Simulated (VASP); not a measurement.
Here is a VASP 6.6.1 calculation.

Contents of INCAR:

```
  PREC = Accurate
  ENCUT = 520
  EDIFF = 1E-7
  ISMEAR = 0
  SIGMA = 0.05
  LREAL = F
  LASPH = T
  NELM = 80
  ALGO = Normal
  ISIF = 2
  LWAVE = F
  LCHARG = F
  GGA = CA
  NBANDS = 26
```

The input KPOINTS:

```
regular mesh
0
Gamma
  6 6 10
```

POSCAR

```
C
1.0
    2.1032727620     -4.3337146136      0.0000000000
    2.1032727620      4.3337146136      0.0000000000
    0.0000000000      0.0000000000      2.4856616114
C
8
Direct
    0.6482879639      0.9815881366      0.0000000000
    0.3517120361      0.0184118634      0.0000000000
    0.0184118634      0.3517120361      0.0000000000
    0.9815881366      0.6482879639      0.0000000000
    0.4097862085      0.2466385892      0.5495070889
    0.5954459046      0.7739231852      0.5000000000
    0.7739231852      0.5954459046      0.5000000000
    0.2260768148      0.4045540954      0.5000000000
```

Potentials or basis: VASP PAW LDA potentials, release 64 (C).

Launch:

```console
$ cat potpaw_LDA.64/C/POTCAR > POTCAR
$ mpirun -np 1 vasp_std > vasp.out
```

Problem. Predict the pressure.

Solution. 4.2 GPa.

Problem. Predict the band gap on the k mesh.

Solution. 2.21 eV, indirect (least direct gap 4.23 eV).

Problem. Estimate the largest force.

Solution. 5.434 eV/Å.

Stress tensor (GPa, compression positive):
```
 4.69 -0.12 -0.22
-0.12  5.41 -1.61
-0.22 -1.61  2.43
```

Caveat: the cell differs from its parent crystal (atom 5 (C) moved -0.150 Å towards its neighbour atom 2 (C) at 1.515 Å); forces of over 1 eV/Å act on the atoms, so gaps and moduli don't describe the material at rest. A k mesh can miss the band edges.
